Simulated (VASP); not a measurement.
Crystal: GaSb.

```
Ga Sb
1.0
     0.00000    3.06860    3.06860
     3.06860    0.00000    3.06860
     3.06860    3.06860    0.00000
Ga Sb
1 1
Direct
  0.00000 0.00000 0.00000
  0.25000 0.25000 0.25000
```

```yaml
Program: VASP 6.6.1
Task: relaxation of cell and atoms
Functional: LDA
Potentials_or_basis: VASP PAW LDA potentials, release 64 (Ga_d, Sb)
Cutoff: 600 eV
k_mesh: 12 × 12 × 12
Occupations: gaussian, width 0.1 eV
Spin: no spin polarisation
```

At the start: pressure -2.0 GPa; volume 28.89 Å³/atom.

Question: How do energy, volume and symmetry change on relaxing?

Answer: Over 3 steps the energy falls by 7.4 meV/atom and the volume is 27.76 Å³/atom (-3.9 %); space group F-43m (No. 216, to 0.05 Å).

Step by step:
```tsv
step	energy change (eV)	largest force (eV/Å)	pressure (GPa)	volume (Å³)
1	0.0000	0.0000	-2.04	57.79
2	-0.0131	0.0000	0.76	54.76
3	-0.0149	0.0000	0.00	55.52
```

Final structure:
```
CELL_PARAMETERS angstrom
0.00000 3.02790 3.02790
3.02790 0.00000 3.02790
3.02790 3.02790 0.00000
ATOMIC_POSITIONS crystal
Ga 0.00000 0.00000 0.00000
Sb 0.25000 0.25000 0.25000
```
